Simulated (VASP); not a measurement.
Ag, 2 atoms in the cell. Symmetry: I4/mmm, No. 139, tetragonal system. Conventional cell: a = 2.772 Å, b = 2.772 Å, c = 4.370 Å, α = 90.00°, β = 90.00°, γ = 90.00°. Ag (site symmetry 4/mmm) has 12 Ag at 2.77 to 2.93 Å within 3.7 Å.  This cell differs from its parent crystal: biaxial strain in the a-b plane: -4.5 %, then relaxed in part.

| Item | Value |
| --- | --- |
| Program | VASP 6.6.1 |
| Task | single point |
| Functional | r2SCAN |
| Potentials or basis | VASP PAW PBE potentials, release 64 (Ag) |
| Cutoff | 520 eV |
| k mesh | 18 × 18 × 12 |
| Occupations | gaussian, width 0.1 eV |
| Spin | no spin polarisation |
| Dipole correction | no |
| Further INCAR settings | ALGO = Normal; EDIFF = 1e-06; NBANDS = 18 |

Potentials or basis: VASP PAW PBE potentials, release 64 (Ag).

Launch:

```console
$ cat potpaw_PBE.64/Ag/POTCAR > POTCAR
$ cp INCAR.step1 INCAR
$ mpirun -np 1 vasp_std > vasp.out
$ cp INCAR.step2 INCAR
$ mpirun -np 1 vasp_std > vasp.out
```

Hardware: 1 thread of Intel Xeon 8259CL, with other jobs on the host.

Estimate the wall time of this run.

Wall time 7.7 min on 1 thread of Intel Xeon 8259CL (shared host), peak memory 0.31 GiB. Counts: k points 385.
